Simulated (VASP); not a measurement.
Set up this calculation in VASP 6.6.1, as the native input.

- Task: single point
- Functional: LDA
- Potentials or basis: VASP PAW LDA potentials, release 64 (Pb_d, Te)
- Cutoff: 520 eV
- k mesh: 10 × 10 × 10
- Occupations: gaussian, width 0.03 eV
- Spin: non-collinear spin, zero start, spin-orbit coupling
- Starting moments: [[0.0, 0.0, 0.0], [0.0, 0.0, 0.0]] μB
- Dipole correction: no
- Further INCAR settings: ALGO = Normal; EDIFF = 1e-06; NBANDS = 32

The structure of TePb lies in POSCAR:

```
TePb
1.0
    0.0000000000      3.2310000000      3.2310000000
    3.2310000000      0.0000000000      3.2310000000
    3.2310000000      3.2310000000      0.0000000000
Pb Te
1 1
Direct
    0.0000000000      0.0000000000      0.0000000000
    0.5000000000      0.5000000000      0.5000000000
```

These files were run (other wordings do the same):

INCAR

```
  PREC = Accurate
  ENCUT = 520
  EDIFF = 1E-6
  ISMEAR = 0
  SIGMA = 0.03
  LREAL = False
  LASPH = True
  NELM = 150
  ALGO = Normal
  ISIF = 2
  LWAVE = False
  LCHARG = True
  MAGMOM = 0 0 0 0 0 0
  LORBIT = 11
  LSORBIT = True
  GGA_COMPAT = False
  LORBMOM = True
  GGA = CA
  LVHAR = True
  NBANDS = 32
```

KPOINTS

```
Automatic mesh
0
Gamma
  10 10 10
```

Potentials or basis: VASP PAW LDA potentials, release 64 (Pb_d, Te).

Run with:

```bash
$ cat potpaw_LDA.64/Pb_d/POTCAR potpaw_LDA.64/Te/POTCAR > POTCAR
$ mpirun -np 1 vasp_ncl > vasp.out
```

Results of the run:

The pressure is -1.8 GPa. The net moment is 0.00 μB per cell and the valence electrons inside the program's atomic spheres are Pb 11.90; Te 3.39.

Wall time 2 min on 1 thread of Intel(R) Xeon(R) 6975P-C (Granite Rapids) (shared host), peak memory 0.39 GiB.
